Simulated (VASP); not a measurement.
Set up this calculation in VASP 6.6.1, as the native input.

| Item | Value |
| --- | --- |
| Task | relaxation of the atoms |
| Functional | PBE |
| Potentials or basis | VASP PAW PBE potentials, release 64 (C, W_sv) |
| Cutoff | 520 eV |
| k mesh | 12 × 12 × 1 |
| Occupations | gaussian, width 0.1 eV |
| Spin | no spin polarisation |
| Dipole correction | yes |
| Further INCAR settings | ALGO = Fast; EDIFF = 1e-06; IBRION = 2; EDIFFG = -0.02; NSW = 80 |

The structure of W4C5 lies in POSCAR:

```
W4C5
1.0
    2.9217712068      0.0000000000      0.0000000000
   -1.4608856034      2.5303280892      0.0000000000
    0.0000000000      0.0000000000     26.3883078636
C W
5 4
Direct
    0.6666666667      0.3333333333      0.2842167841
    0.6666666667      0.3333333333      0.3921083921
    0.6666666667      0.3333333333      0.5000000000
    0.6666666667      0.3333333333      0.6078916079
    0.6666666667      0.3333333333      0.7157832159
    0.0000000000      0.0000000000      0.3381625881
    0.0000000000      0.0000000000      0.4460541960
    0.0000000000      0.0000000000      0.5539458040
    0.0000000000      0.0000000000      0.6618374119
```

One way to write it, as run:

INCAR

```
SYSTEM = W4C5
  ALGO = Fast
  DIPOL = 0.5 0.5 0.500
  EDIFF = 1E-6
  EDIFFG = -0.02
  ENCUT = 520
  GGA = PE
  IBRION = 2
  IDIPOL = 3
  ISIF = 2
  ISMEAR = 0
  LASPH = .True.
  LCHARG = .False.
  LDIPOL = .True.
  LREAL = .False.
  LWAVE = .False.
  NELM = 60
  NSW = 80
  PREC = Accurate
  SIGMA = 0.1
```

KPOINTS

```
k-points
0
Gamma
  12 12 1
  0 0 0
```

Potentials or basis: VASP PAW PBE potentials, release 64 (C, W_sv).

Launch:

```console
$ cat potpaw_PBE.64/C/POTCAR potpaw_PBE.64/W_sv/POTCAR > POTCAR
$ mpirun -np 1 vasp_std > vasp.out
```

It gave:

```yaml
Energy_gained_by_relaxing: 207.3 meV/atom
Ionic_steps: 17
Largest_force_after_relaxing: 0.011 eV/Å
Band_gap_on_the_k_mesh: zero (bands 38 and 39 overlap by 0.37 eV)
```

Caveat: spin-orbit coupling is left out, which moves the levels of the heavy elements.

Wall time 64 min on 1 thread of Oxide Virtual Turin-like Processor (shared host), peak memory 0.39 GiB.
